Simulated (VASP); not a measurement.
# AlNi (rocksalt type) (Fm-3m) in VASP: notebook

The runs below take AlNi (rocksalt type) through single point, with LDA.

Program: VASP 6.6.1. These are calculated values, not measurements. Logs are shortened: lines on timing, memory, paths and dates and some standing lists are left out, and cuts for length are marked.

### Step 1. The cell of the first run

It takes space group Fm-3m (No. 225, cubic). The conventional cell has a = 4.257 Å, b = 4.257 Å, c = 4.257 Å, α = 90.00°, β = 90.00°, γ = 90.00°. Ni (site symmetry m-3m) has 6 Al at 2.13 Å within 2.8 Å. Al (site symmetry m-3m) has 6 Ni at 2.13 Å within 2.8 Å.

### Step 2. Single point, LDA (9.64 Å³/atom)

INCAR reads:

```
ALGO     = Normal         # electronic algorithm
EDIFF    = 1E-7           # SCF threshold, eV
ENCUT    = 520            # plane-wave cutoff, eV
ISIF     = 2              # what is computed and relaxed
ISMEAR   = -1             # smearing method
LASPH    = T              # aspherical terms in the spheres
LCHARG   = F              # write CHGCAR
LREAL    = F              # projectors in reciprocal space
LWAVE    = F              # write WAVECAR
NBANDS   = 14             # bands
NELM     = 60             # most SCF steps
PREC     = Accurate       # precision mode
SIGMA    = 0.1            # smearing width, eV
```

KPOINTS reads:

```
k-points
0
Gamma
  15 15 15
```

POSCAR reads:

```
AlNi
1.0
    0.0000000000      2.1283576908      2.1283576908
    2.1283576908      0.0000000000      2.1283576908
    2.1283576908      2.1283576908      0.0000000000
Ni Al
1 1
Direct
    0.0000000000      0.0000000000      0.0000000000
    0.5000000000      0.5000000000      0.5000000000
```

Potentials or basis: VASP PAW LDA potentials, release 64 (Ni, Al).

The run is started by

```
$ cat potpaw_LDA.64/Ni/POTCAR potpaw_LDA.64/Al/POTCAR > POTCAR
$ mpirun -np 1 vasp_std > vasp.out
```

OUTCAR:

```text
EDIFF = 1E-7
   ENCUT = 520
   ISIF = 2
   ISMEAR = -1
   LASPH = T
   LREAL = F
   NELM = 60
   PREC = Accurate

 ion  position               nearest neighbor table
   1  0.000  0.000  0.000-   2 2.13   2 2.13   2 2.13   2 2.13   2 2.13   2 2.13
   2  0.500  0.500  0.500-   1 2.13   1 2.13   1 2.13   1 2.13   1 2.13   1 2.13

  LATTYP: Found a face centered cubic cell.
 ALAT       =     4.2567153816

  Lattice vectors:

 A1 = (   0.0000000000,   2.1283576908,   2.1283576908)
 A2 = (   2.1283576908,   0.0000000000,   2.1283576908)
 A3 = (   2.1283576908,   2.1283576908,   0.0000000000)

Analysis of symmetry for initial positions (statically):
=====================================================================
 Subroutine PRICEL returns:
 Original cell was already a primitive cell.

 Routine SETGRP: Setting up the symmetry group for a
 face centered cubic supercell.

 Subroutine GETGRP returns: Found 48 space group operations
 (whereof 48 operations were pure point group operations)
 out of a pool of 48 trial point group operations.

The static configuration has the point symmetry O_h .

Analysis of symmetry for dynamics (positions and initial velocities):
=====================================================================
 Subroutine PRICEL returns:
 Original cell was already a primitive cell.

 Routine SETGRP: Setting up the symmetry group for a
 face centered cubic supercell.

 Subroutine GETGRP returns: Found 48 space group operations
 (whereof 48 operations were pure point group operations)
 out of a pool of 48 trial point group operations.

The dynamic configuration has the point symmetry O_h .

 Subroutine INISYM returns: Found 48 space group operations
 (whereof 48 operations are pure point group operations),
 and found     1 'primitive' translations

----------------------------------------------------------------------------------------

                                     Primitive cell

  volume of cell :      19.2825

  direct lattice vectors                    reciprocal lattice vectors
     0.000000000  2.128357691  2.128357691    -0.234922918  0.234922918  0.234922918
     2.128357691  0.000000000  2.128357691     0.234922918 -0.234922918  0.234922918
     2.128357691  2.128357691  0.000000000     0.234922918  0.234922918 -0.234922918

  length of vectors
     3.009952312  3.009952312  3.009952312     0.406898430  0.406898430  0.406898430

  position of ions in fractional coordinates (direct lattice)
     0.000000000  0.000000000  0.000000000
[... 88 lines left out ...]
   PSTRESS=    0.0 pullay stress
   NELECT =      13.0000    total number of electrons
   NUPDOWN=      -1.0000    fix difference up-down
   EMIN   =  10.00;   EMAX   =-10.00  energy-range for DOS
   EFERMI =   0.00;   METHOD = LEGACY
   ISMEAR =    -1;   SIGMA  =   0.10  broadening in eV -4-tet -1-fermi 0-gaus
   EFERMI_NEDOS =   21; number of points for ismear=-14 and -15
   IALGO  =     38    algorithm
   IMIX   =      4    mixing-type and parameters
     AMIX     =   0.40;   BMIX     =  1.00
     AMIX_MAG =   1.60;   BMIX_MAG =  1.00
  volume/ion in A,a.u.               =       9.64        65.06
  Fermi-wavevector in a.u.,A,eV,Ry     =   1.435494  2.712690 28.036744  2.060643
  Thomas-Fermi vector in A             =   2.554786
   LORBIT       =      0    0 simple, 1 ext, 2 COOP (PROOUT), +10 PAW based schemes
   GGA     = CA    functional components
   LHFCALC =     F    Hartree Fock is set to
   AEXX    =    0.0000 exact exchange contribution
   IVDW    =     0    specifies the selected vdW correction
   LEPSILON=     F    determine dielectric tensor
   LRPA    =     F    only Hartree local field effects (RPA)
 non-spin polarized calculation
  energy-cutoff  :      520.00
  volume of cell :       19.28
 maximum number of plane-waves:       534
   NGX = 11   NGY = 11   NGZ = 11

 number of electron      13.0000008 magnetization

 Free energy of the ion-electron system (eV)
  ---------------------------------------------------
  ext. energy  EPLUGINS =         0.00000000
  ---------------------------------------------------
  free energy    TOTEN  =        -9.35275944 eV

  energy without entropy =       -9.33582528  energy(sigma->0) =       -9.34429236

 E-fermi :  13.1357     XC(G=0): -13.3055

 val. band max:       13.1347360151   @ k =   0.4667   0.2000   0.0667
 cond. band min:      13.2145088792   @ k =  -0.3333   0.4667   0.2000
 fundamental gap:      0.0797728642
 Fermi energy:        13.1356843837

 k-point     1 :       0.0000    0.0000    0.0000
  band No.  band energies     occupation
      1       0.2934      2.00000
      2       9.3308      2.00000
      3       9.3308      2.00000
      4       9.3308      2.00000
      5       9.5480      2.00000
      6       9.5480      2.00000
      7      22.5249      0.00000
      8      22.5249      0.00000
      9      22.5249      0.00000
     10      25.5339      0.00000
     11      25.5339      0.00000
     12      25.5339      0.00000
     13      25.5766      0.00000
     14      31.4541      0.00000
[... 377 lines left out ...]
      1       1.3042      2.00000
      2       8.9160      2.00000
      3       9.1903      2.00000
      4       9.5018      2.00000
      5       9.6286      2.00000
      6       9.7724      2.00000
      7      18.9514      0.00000
      8      19.8244      0.00000
      9      22.2872      0.00000
     10      23.1454      0.00000
     11      24.1025      0.00000
     12      27.9501      0.00000
     13      28.2730      0.00000
     14      31.1537      0.00000

 [... further k-points ...]

------------------------ aborting loop because EDIFF is reached ----------------------------------------

  FORCE on cell =-STRESS in cart. coord.  units (eV):
  Direction    XX          YY          ZZ          XY          YZ          ZX
  --------------------------------------------------------------------------------------
  -------------------------------------------------------------------------------------
  Total       10.3551883     10.3551883     10.3551883     -0.0000000     -0.0000000      0.0000000
  in kB      860.4085886    860.4085886    860.4085886     -0.0000000     -0.0000000      0.0000000
  external PRESSURE =     860.4085886 kB  Pullay stress =       0.0000000 kB

 VOLUME and BASIS-vectors are now :
 -----------------------------------------------------------------------------
  energy-cutoff  :      520.00
  volume of cell :       19.28
      direct lattice vectors                 reciprocal lattice vectors
     0.000000000  2.128357691  2.128357691    -0.234922918  0.234922918  0.234922918
     2.128357691  0.000000000  2.128357691     0.234922918 -0.234922918  0.234922918
     2.128357691  2.128357691  0.000000000     0.234922918  0.234922918 -0.234922918

 POSITION                                       TOTAL-FORCE (eV/Angst)
 -----------------------------------------------------------------------------------
      0.00000      0.00000      0.00000         0.000000      0.000000     -0.000000
      2.12836      2.12836      2.12836         0.000000     -0.000000      0.000000
 -----------------------------------------------------------------------------------
    total drift:                                0.000000     -0.000000     -0.000000

  FREE ENERGIE OF THE ION-ELECTRON SYSTEM (eV)
  ---------------------------------------------------
  free  energy   TOTEN  =        -9.3527594363 eV

  energy  without entropy=       -9.3358252829  energy(sigma->0) =       -9.34429236
```

Wall time 14 s (1 thread of Intel Xeon Platinum 8559C (Emerald Rapids), shared host); peak memory 0.14 GiB.

Results:

| Property | Result |
| --- | --- |
| Free energy | -9.3528 eV |
| Pressure | 86.0 GPa |
| Band gap on the k mesh | zero (an odd number of electrons rules out a gap without spin polarisation) |

Levels at points of the mesh, in eV from the Fermi level:
```
           k point  band 4  band 5  band 6  band 7  band 8  band 9
(0.00, 0.00, 0.00)   -3.80   -3.59   -3.59    9.39    9.39    9.39
```

Caveat: the cell stands under pressure. Spin polarisation is off, so any magnetic state and its effect on volume and gap are missing.

### Step 3. Single point, LDA (10.71 Å³/atom)

This run uses another cell than the first one, of 10.71 Å³/atom.

INCAR reads:

```
PREC = Accurate
ENCUT = 520
EDIFF = 1E-6
ISMEAR = -1
SIGMA = 0.1
LREAL = F
LASPH = T
NELM = 100
ALGO = Normal
ISIF = 2
LWAVE = F
LCHARG = F
GGA = CA
NBANDS = 14
```

KPOINTS reads:

```
Automatic mesh
0
Gamma
  15 15 15
```

POSCAR reads:

```
AlNi
1.0
    0.0000000000      2.2044340671      2.2044340671
    2.2044340671      0.0000000000      2.2044340671
    2.2044340671      2.2044340671      0.0000000000
Ni Al
1 1
Direct
    0.0000000000      0.0000000000      0.0000000000
    0.5000000000      0.5000000000      0.5000000000
```

Potentials or basis: VASP PAW LDA potentials, release 64 (Ni, Al).

The run is started by

```
$ cat potpaw_LDA.64/Ni/POTCAR potpaw_LDA.64/Al/POTCAR > POTCAR
$ mpirun -np 1 vasp_std > vasp.out
```

Run time: 14 s. Hardware: 1 thread of Intel Xeon Platinum 8559C (Emerald Rapids), shared host; peak memory 0.15 GiB.

It converged, with:

| Item | Value |
| --- | --- |
| Free energy | -10.2220 eV |
| Pressure | 46.8 GPa |
| Band gap on the k mesh | zero (an odd number of electrons rules out a gap without spin polarisation) |

Levels at points of the mesh, in eV from the Fermi level:
```
           k point  band 4  band 5  band 6  band 7  band 8  band 9
(0.00, 0.00, 0.00)   -3.22   -3.07   -3.07    8.56    8.56    8.56
```

Caveat: the cell stands under pressure.

### Step 4. Single point, LDA (10.71 Å³/atom)

This run uses another cell than the first one, of 10.71 Å³/atom.

INCAR reads:

```
SYSTEM = AlNi
PREC     = Accurate       ! precision mode
ENCUT    = 520            ! plane-wave cutoff, eV
EDIFF    = 1E-6           ! SCF threshold, eV
ISMEAR   = -1             ! smearing method
SIGMA    = 0.1            ! smearing width, eV
LREAL    = .FALSE.        ! projectors in reciprocal space
LASPH    = .TRUE.         ! aspherical terms in the spheres
NELM     = 100            ! most SCF steps
ALGO     = Normal         ! electronic algorithm
ISIF     = 2              ! what is computed and relaxed
LWAVE    = .FALSE.        ! write WAVECAR
LCHARG   = .FALSE.        ! write CHGCAR
NBANDS   = 14             ! bands
```

KPOINTS reads:

```
regular mesh
0
G
  15 15 15
  0 0 0
```

POSCAR is that of step 3.

Potentials or basis: VASP PAW LDA potentials, release 64 (Ni, Al).

The run is started by

```
$ cat potpaw_LDA.64/Ni/POTCAR potpaw_LDA.64/Al/POTCAR > POTCAR
$ mpirun -np 1 vasp_std > vasp.out
```

OUTCAR:

```text
SYSTEM = AlNi
   PREC = Accurate
   ENCUT = 520
   EDIFF = 1E-6
   ISMEAR = -1
   LREAL = .FALSE.
   LASPH = .TRUE.
   NELM = 100
   ISIF = 2

 ion  position               nearest neighbor table
   1  0.000  0.000  0.000-   2 2.20   2 2.20   2 2.20   2 2.20   2 2.20   2 2.20
   2  0.500  0.500  0.500-   1 2.20   1 2.20   1 2.20   1 2.20   1 2.20   1 2.20

  LATTYP: Found a face centered cubic cell.
 ALAT       =     4.4088681342

  Lattice vectors:

 A1 = (   0.0000000000,   2.2044340671,   2.2044340671)
 A2 = (   2.2044340671,   0.0000000000,   2.2044340671)
 A3 = (   2.2044340671,   2.2044340671,   0.0000000000)

Analysis of symmetry for initial positions (statically):
=====================================================================
 Subroutine PRICEL returns:
 Original cell was already a primitive cell.

 Routine SETGRP: Setting up the symmetry group for a
 face centered cubic supercell.

 Subroutine GETGRP returns: Found 48 space group operations
 (whereof 48 operations were pure point group operations)
 out of a pool of 48 trial point group operations.

The static configuration has the point symmetry O_h .

Analysis of symmetry for dynamics (positions and initial velocities):
=====================================================================
 Subroutine PRICEL returns:
 Original cell was already a primitive cell.

 Routine SETGRP: Setting up the symmetry group for a
 face centered cubic supercell.

 Subroutine GETGRP returns: Found 48 space group operations
 (whereof 48 operations were pure point group operations)
 out of a pool of 48 trial point group operations.

The dynamic configuration has the point symmetry O_h .

 Subroutine INISYM returns: Found 48 space group operations
 (whereof 48 operations are pure point group operations),
 and found     1 'primitive' translations

----------------------------------------------------------------------------------------

                                     Primitive cell

  volume of cell :      21.4250

[... 117 lines left out ...]
   LEPSILON=     F    determine dielectric tensor
   LRPA    =     F    only Hartree local field effects (RPA)
 non-spin polarized calculation
  energy-cutoff  :      520.00
  volume of cell :       21.43
 maximum number of plane-waves:       589
   NGX = 11   NGY = 11   NGZ = 11

 number of electron      13.0000007 magnetization

 Free energy of the ion-electron system (eV)
  ---------------------------------------------------
  ext. energy  EPLUGINS =         0.00000000
  ---------------------------------------------------
  free energy    TOTEN  =       -10.22201426 eV

  energy without entropy =      -10.20305485  energy(sigma->0) =      -10.21253456

 E-fermi :  11.3943     XC(G=0): -12.7621

 val. band max:       11.3692984685   @ k =   0.4667   0.2000   0.0667
 cond. band min:      11.4739674081   @ k =   0.4667   0.2667   0.0000
 fundamental gap:      0.1046689396
 Fermi energy:        11.3942673694

 k-point     1 :       0.0000    0.0000    0.0000
  band No.  band energies     occupation
      1      -0.5231      2.00000
      2       8.1734      2.00000
      3       8.1734      2.00000
      4       8.1734      2.00000
      5       8.3239      2.00000
      6       8.3239      2.00000
      7      19.9499      0.00000
      8      19.9499      0.00000
      9      19.9499      0.00000
     10      23.2815      0.00000
     11      23.2815      0.00000
     12      23.2815      0.00000
     13      23.7357      0.00000
     14      28.7273      0.00000
[... 377 lines left out ...]
      1       0.4157      2.00000
      2       7.8235      2.00000
      3       7.9818      2.00000
      4       8.2924      2.00000
      5       8.4157      2.00000
      6       8.5279      2.00000
      7      16.7501      0.00000
      8      17.5720      0.00000
      9      19.8459      0.00000
     10      20.9590      0.00000
     11      21.6516      0.00000
     12      25.5041      0.00000
     13      25.7777      0.00000
     14      28.5567      0.00000

 [... further k-points ...]

------------------------ aborting loop because EDIFF is reached ----------------------------------------

  FORCE on cell =-STRESS in cart. coord.  units (eV):
  Direction    XX          YY          ZZ          XY          YZ          ZX
  --------------------------------------------------------------------------------------
  -------------------------------------------------------------------------------------
  Total        6.2638772      6.2638772      6.2638772      0.0000000      0.0000000     -0.0000000
  in kB      468.4168206    468.4168206    468.4168206      0.0000000      0.0000000     -0.0000000
  external PRESSURE =     468.4168206 kB  Pullay stress =       0.0000000 kB

 VOLUME and BASIS-vectors are now :
 -----------------------------------------------------------------------------
  energy-cutoff  :      520.00
  volume of cell :       21.43
      direct lattice vectors                 reciprocal lattice vectors
     0.000000000  2.204434067  2.204434067    -0.226815584  0.226815584  0.226815584
     2.204434067  0.000000000  2.204434067     0.226815584 -0.226815584  0.226815584
     2.204434067  2.204434067  0.000000000     0.226815584  0.226815584 -0.226815584

 POSITION                                       TOTAL-FORCE (eV/Angst)
 -----------------------------------------------------------------------------------
      0.00000      0.00000      0.00000        -0.000000     -0.000000     -0.000000
      2.20443      2.20443      2.20443         0.000000      0.000000      0.000000
 -----------------------------------------------------------------------------------
    total drift:                                0.000000     -0.000000     -0.000000

  FREE ENERGIE OF THE ION-ELECTRON SYSTEM (eV)
  ---------------------------------------------------
  free  energy   TOTEN  =       -10.2220142563 eV

  energy  without entropy=      -10.2030548540  energy(sigma->0) =      -10.21253456
```

OSZICAR:

```text
N       E                     dE             d eps       ncg     rms          rms(c)
DAV:   1     0.434946351753E+02    0.43495E+02   -0.55415E+03  3448   0.101E+03
DAV:   2    -0.911460569570E+01   -0.52609E+02   -0.47924E+02  3684   0.188E+02
DAV:   3    -0.111080135283E+02   -0.19934E+01   -0.19776E+01  4098   0.401E+01
DAV:   4    -0.111324909604E+02   -0.24477E-01   -0.24472E-01  3834   0.403E+00
DAV:   5    -0.111331161327E+02   -0.62517E-03   -0.62516E-03  4182   0.694E-01    0.103E+01
DAV:   6    -0.116133212322E+02   -0.48021E+00   -0.18395E+01  3774   0.695E+01    0.895E+00
DAV:   7    -0.102526754179E+02    0.13606E+01   -0.58139E+00  3942   0.421E+01    0.151E+00
DAV:   8    -0.102328671568E+02    0.19808E-01   -0.60667E-02  4160   0.239E+00    0.100E+00
DAV:   9    -0.102220583983E+02    0.10809E-01   -0.27833E-02  4298   0.247E+00    0.132E-01
DAV:  10    -0.102220189029E+02    0.39495E-04   -0.43730E-04  4266   0.269E-01    0.776E-02
DAV:  11    -0.102220149148E+02    0.39881E-05   -0.22583E-05  5316   0.577E-02    0.374E-02
DAV:  12    -0.102220142563E+02    0.65846E-06   -0.33077E-06  2472   0.262E-02
   1 F= -.10222014E+02 E0= -.10212535E+02  d E =-.189594E-01
```

Wall time 15 s (1 thread of Intel Xeon Platinum 8559C (Emerald Rapids), shared host); peak memory 0.15 GiB.

What came out:

```
Free energy            : -10.2220 eV
Pressure               : 46.8 GPa
Band gap on the k mesh : zero (an odd number of electrons rules out a gap without spin polarisation)
```

Levels at points of the mesh, in eV from the Fermi level:
```tsv
k point	band 4	band 5	band 6	band 7	band 8	band 9
(0.00, 0.00, 0.00)	-3.22	-3.07	-3.07	8.56	8.56	8.56
```

Caveat: the cell stands under pressure. Spin polarisation is off, so any magnetic state and its effect on volume and gap are missing.

### Step 5. Single point, LDA (11.78 Å³/atom)

This run uses another cell than the first one, of 11.78 Å³/atom.

INCAR reads:

```
SYSTEM = AlNi
PREC = Accurate ; ENCUT = 520
EDIFF = 1E-7 ; ISMEAR = -1
SIGMA = 0.1 ; LREAL = .FALSE.
LASPH = .TRUE. ; NELM = 80
ALGO = Normal ; ISIF = 2
LWAVE = .FALSE. ; LCHARG = .FALSE.
GGA = CA ; NBANDS = 14
```

KPOINTS reads:

```
Automatic mesh
0
G
  15 15 15
  0 0 0
```

POSCAR reads:

```
AlNi
1.0
    0.0000000000      2.2755934533      2.2755934533
    2.2755934533      0.0000000000      2.2755934533
    2.2755934533      2.2755934533      0.0000000000
Ni Al
1 1
Direct
    0.0000000000      0.0000000000      0.0000000000
    0.5000000000      0.5000000000      0.5000000000
```

The run is started by

```
$ cat potpaw_LDA.64/Ni/POTCAR potpaw_LDA.64/Al/POTCAR > POTCAR
$ mpirun -np 1 vasp_std > vasp.out
```

Run time: 16 s. Hardware: 1 thread of Intel Xeon Platinum 8559C (Emerald Rapids), shared host; peak memory 0.15 GiB.

It converged, with:

```
Free energy            : -10.6715 eV
Pressure               : 22.0 GPa
Band gap on the k mesh : zero (an odd number of electrons rules out a gap without spin polarisation)
```

Levels at points of the mesh, in eV from the Fermi level:
```tsv
k point	band 3	band 4	band 5	band 6	band 7	band 8	band 9	band 10
(0.00, 0.00, 0.00)	-2.77	-2.77	-2.67	-2.67	7.87	7.87	7.87	11.44
```

Caveat: the cell stands under pressure.

### Step 6. Overview

| cell | gap on the mesh (eV) | pressure (GPa) |
| --- | --- | --- |
| a = 3.010 Å, angles 60.0°, 2 atoms | none | 86.0 |
| a = 3.118 Å, angles 60.0°, 2 atoms | none | 46.8 |
| a = 3.218 Å, angles 60.0°, 2 atoms | none | 22.0 |

Alike in all rows: task single point; level LDA; potentials or basis VASP PAW LDA potentials, release 64 (Ni, Al); no spin polarisation; k mesh 15 × 15 × 15; cutoff (eV) 520; smearing fermi-dirac 0.1 eV.

Caveats: the cell stands under pressure.

Total energies depend on the potentials used, so only differences within one code and one set of settings carry meaning.
